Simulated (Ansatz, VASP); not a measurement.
**One calculation of Te, two programs**

Contents of POSCAR:

```
Te
1.0
    4.4712577151      0.0000000000      0.0000000000
   -2.2356288575      3.8722227681      0.0000000000
    0.0000000000      0.0000000000      5.9487470219
Te
3
Direct
    0.2641920680      0.0000000000      0.3333333333
    0.0000000000      0.2641920680      0.6666666667
    0.7358079320      0.7358079320      0.0000000000
```

INCAR.step1

```
ALGO = Normal
EDIFF = 1E-5
ENCUT = 550
GGA = PE
GGA_COMPAT = F
ISMEAR = 0
LASPH = T
LCHARG = F
LREAL = F
LWAVE = T
NBANDS = 16
NELM = 120
PREC = Accurate
SIGMA = 0.01
```

The input INCAR.step2:

```
ALGO = Normal
EDIFF = 1E-6
ENCUT = 550
GGA_COMPAT = F
ISIF = 2
ISMEAR = 0
ISTART = 1
LASPH = T
LCHARG = F
LMIXTAU = T
LREAL = F
LWAVE = F
METAGGA = R2SCAN
NBANDS = 16
NELM = 120
PREC = Accurate
SIGMA = 0.01
```

File KPOINTS:

```
k-points
0
Gamma
  6 6 4
```

Input for Ansatz:

```yaml
crystal:
  lattice:
    - [4.4712577151, 0.0, 0.0]
    - [-2.2356288575, 3.8722227681, 0.0]
    - [0.0, 0.0, 5.9487470219]
  atoms:
    - { symbol: Te, position: [0.264192068, 0.0, 0.3333333333] }
    - { symbol: Te, position: [0.0, 0.264192068, 0.6666666667] }
    - { symbol: Te, position: [0.735807932, 0.735807932, 0.0] }
kpoints:
  mp_grid: { grid: [6, 6, 4] }
  band_path:
    path:
      - [0.0, 0.0, 0.0]
      - [0.5, 0.0, 0.0]
      - [0.3333333333, 0.3333333333, 0.0]
      - [0.0, 0.0, 0.5]
      - [0.5, 0.0, 0.5]
      - [0.3333333333, 0.3333333333, 0.5]
      - [0.333333, 0.333333, 0.470052]
    npoints: 1
hamiltonian:
  xc: r2scan
scf:
  occupations: { method: fixed }
  n_extra_bands: 4
output:
  forces: true
  stress: true
  eigenvalues: true
```

Alike in both runs: task single point; functional r2SCAN; k mesh 6 × 6 × 4; no spin polarisation.

|  | VASP | Ansatz |
| --- | --- | --- |
| version | VASP 6.6.1 | Ansatz 0.2.0 |
| potentials or method | VASP PAW PBE potentials, release 64 (Te) | plane waves, PAW |
| plane-wave cutoff (eV) | 550 | 500 |
| occupations | gaussian, width 0.01 eV | fixed |
| valence electrons in the cell | 18 | 48 |

|  | VASP | Ansatz | Ansatz less VASP |
| --- | --- | --- | --- |
| gap on the k mesh at the Fermi level (eV) | 0.33 | 0.36 | +0.031 |
| pressure (GPa) | 0.9 | 0.8 | -0.03 |
| traceless stress, the component that is largest in VASP (GPa) | -0.10 | -0.13 | -0.032 |
| rms of the force components (eV/Å) | 0.000 | 0.016 | +0.0155 |

VASP's potentials were made for PBE, not for r2SCAN. Atom by atom the forces differ by 0.016 eV/Å (rms over components). VASP's potentials hold 18 valence electrons a cell and Ansatz's 48, so a difference there can come from the potentials and not from the codes.

Neither program's run includes spin-orbit coupling.
